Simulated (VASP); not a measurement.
Runs of VASP 6.6.1 on MgO. The structure is that of space group P3m1 (No. 156), or close to it. The cells are those of the table. 

```tsv
cell	gap on the mesh (eV)	largest force (eV/Å)
a = 3.308, b = 3.308, c = 6.983 Å, angles 90.0, 90.0, 120.0°, 4 atoms	none	2.24
a = 3.308, b = 3.308, c = 7.983 Å, angles 90.0, 90.0, 120.0°, 4 atoms	none	1.92
a = 3.308, b = 3.308, c = 5.983 Å, angles 90.0, 90.0, 120.0°, 4 atoms	none	(a)
a = 3.308, b = 3.308, c = 9.983 Å, angles 90.0, 90.0, 120.0°, 4 atoms	none	1.80
```

Alike in all rows: task single point; level PBEsol; potentials or basis VASP PAW PBE potentials, release 64 (Mg, O); no spin polarisation; k mesh 5 × 5 × 3; cutoff (eV) 520; smearing fermi-dirac 0.05 eV.

Fill in the values left out.

(a) 4.15.

Caveats: all runs use coarse meshes; the PAW data sets were made with another functional, which shifts forces and pressure a little.

A gap of «none» marks levels without a gap at the run's occupations.
